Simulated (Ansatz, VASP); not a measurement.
## Ti2SnTe3 in VASP and in Ansatz

```
Ti Sn Te
1.0
    -2.14020    2.14020   10.00954
     2.14020   -2.14020   10.00954
     2.14020    2.14020  -10.00954
Ti Sn Te
2 1 3
Direct
  0.75000 0.25000 0.50000
  0.25000 0.75000 0.50000
  0.50000 0.50000 0.00000
  0.66399 0.66399 0.00000
  0.33601 0.33601 0.00000
  0.00000 0.00000 0.00000
```

Alike in both runs: functional PBE; k mesh 4 × 4 × 4; occupations gaussian, width 0.1 eV; no spin polarisation.

Ansatz relaxed the structure, and its values are those at the end. VASP's run is a single point on that final structure, the one shown.

```csv
,VASP,Ansatz
version,VASP 6.6.1,Ansatz 0.2.0
potentials or method,"VASP PAW PBE potentials, release 64 (Ti_sv, Sn_d, Te), cutoff 520 eV","scalar-relativistic, plane waves, PAW"
valence electrons in the cell,56,86
```

VASP gave:

```
gap on the k mesh at the Fermi level (eV) : none
pressure (GPa)                            : 0.0
rms of the force components (eV/Å)        : 0.015
```

Q: Estimate Ansatz's values.

A: gap on the k mesh at the Fermi level (eV): none; pressure (GPa): 0.0; rms of the force components (eV/Å): 0.012.

A gap of «none» marks a metal or a gap that the smearing closes. VASP's potentials hold 56 valence electrons a cell and Ansatz's 86, so a difference there can come from the potentials and not from the codes.

The k mesh is coarse, so the values compare programs but aren't converged. Spin-orbit coupling is off throughout.
